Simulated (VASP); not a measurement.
Sb, 2 atoms in the cell. The structure is monoclinic, space group P2_1/m (No. 11). The conventional cell has a = 3.122 Å, b = 4.348 Å, c = 4.406 Å, α = 90.00°, β = 90.51°, γ = 90.00°. Sb (site symmetry m) has 6 Sb at 3.04 to 3.15 Å within 4.0 Å. 

| Item | Value |
| --- | --- |
| Program | VASP 6.6.1 |
| Task | single point |
| Functional | PBEsol |
| Potentials or basis | VASP PAW PBE potentials, release 64 (Sb) |
| Cutoff | 520 eV |
| k mesh | 9 × 6 × 6 |
| Occupations | fermi-dirac, width 0.05 eV |
| Spin | no spin polarisation |
| Dipole correction | no |
| Further INCAR settings | ALGO = Normal; EDIFF = 1e-07; NBANDS = 12 |

Potentials or basis: VASP PAW PBE potentials, release 64 (Sb).

Command:

```console
$ cat potpaw_PBE.64/Sb/POTCAR > POTCAR
$ mpirun -np 1 vasp_std > vasp.out
```

Hardware: 1 thread of Intel(R) Xeon(R) 6975P-C (Granite Rapids), with other jobs on the host.

How long does it take, and how much memory?

Wall time 17 s on 1 thread of Intel(R) Xeon(R) 6975P-C (Granite Rapids) (shared host), peak memory 0.21 GiB. Counts: scf iterations 11, k points 112.
